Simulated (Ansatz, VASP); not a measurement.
# One calculation of MgO, two programs

INCAR

```
SYSTEM = MgO
PREC     = Accurate       ! precision mode
ENCUT    = 520            ! plane-wave cutoff, eV
EDIFF    = 1E-7           ! SCF threshold, eV
ISMEAR   = 0              ! smearing method
SIGMA    = 0.05           ! smearing width, eV
LREAL    = .FALSE.        ! projectors in reciprocal space
LASPH    = .TRUE.         ! aspherical terms in the spheres
NELM     = 100            ! most SCF steps
ALGO     = Normal         ! electronic algorithm
ISIF     = 2              ! what is computed and relaxed
LWAVE    = .FALSE.        ! write WAVECAR
LCHARG   = .FALSE.        ! write CHGCAR
GGA      = PS             ! functional
NBANDS   = 26             ! bands
```

File KPOINTS:

```
Automatic mesh
0
G
  6 6 6
  0 0 0
```

The input POSCAR:

```
MgO
1.0
    4.2142114404      0.0000000000      0.0000000000
    0.0000000000     -4.2142114404      0.0000000000
    0.0000000000      0.0000000000     -4.2142114404
Mg O
4 4
Direct
    0.0000000000      0.0000000000      0.0000000000
    0.5000000000      0.5000000000      0.0000000000
    0.5000000000      0.0000000000      0.5000000000
    0.0000000000      0.5000000000      0.5000000000
    0.4703384603      0.0000000000      0.0000000000
    0.0000000000      0.5000000000      0.0000000000
    0.0000000000      0.0000000000      0.5000000000
    0.5000000000      0.5000000000      0.5000000000
```

Input for Ansatz:

```yaml
crystal:
  lattice:
    - [4.2142114404, 0.0, 0.0]
    - [0.0, -4.2142114404, 0.0]
    - [0.0, 0.0, -4.2142114404]
  atoms:
    - { symbol: Mg, position: [0.0, 0.0, 0.0] }
    - { symbol: Mg, position: [0.5, 0.5, 0.0] }
    - { symbol: Mg, position: [0.5, 0.0, 0.5] }
    - { symbol: Mg, position: [0.0, 0.5, 0.5] }
    - { symbol: O, position: [0.4703384603, 0.0, 0.0] }
    - { symbol: O, position: [0.0, 0.5, 0.0] }
    - { symbol: O, position: [0.0, 0.0, 0.5] }
    - { symbol: O, position: [0.5, 0.5, 0.5] }
basis:
  ecutwfc: 420
kpoints:
  mp_grid: { grid: [6, 6, 6] }
hamiltonian:
  xc: pbesol
scf:
  occupations: { method: gaussian, width: 0.05 }
output:
  forces: true
  stress: true
  eigenvalues: true
```

Alike in both runs: task single point; functional PBEsol; k mesh 6 × 6 × 6; occupations gaussian, width 0.05 eV; no spin polarisation.

```csv
,VASP,Ansatz
version,VASP 6.6.1,Ansatz 0.2.0
potentials or method,"VASP PAW PBE potentials, release 64 (Mg, O), cutoff 520 eV","scalar-relativistic, plane waves, PAW"
valence electrons in the cell,32,64
```

Ansatz gave:

| Property | Result |
| --- | --- |
| gap on the k mesh at the Fermi level (eV) | 4.59 |
| least direct gap on the mesh (eV) | 4.59 |
| pressure (GPa) | 0.4 |
| traceless stress, the component that is largest in VASP (GPa) | 0.83 |
| rms of the force components (eV/Å) | 0.319 |

**Question.** Estimate VASP's values.

**Answer.** gap on the k mesh at the Fermi level (eV): 4.59; least direct gap on the mesh (eV): 4.59; pressure (GPa): -0.1; traceless stress, the component that is largest in VASP (GPa): 0.83; rms of the force components (eV/Å): 0.323.

VASP's potentials were made for PBE, not for PBEsol. Atom by atom the forces differ by 0.004 eV/Å (rms over components). VASP's potentials hold 32 valence electrons a cell and Ansatz's 64, so a difference there can come from the potentials and not from the codes.
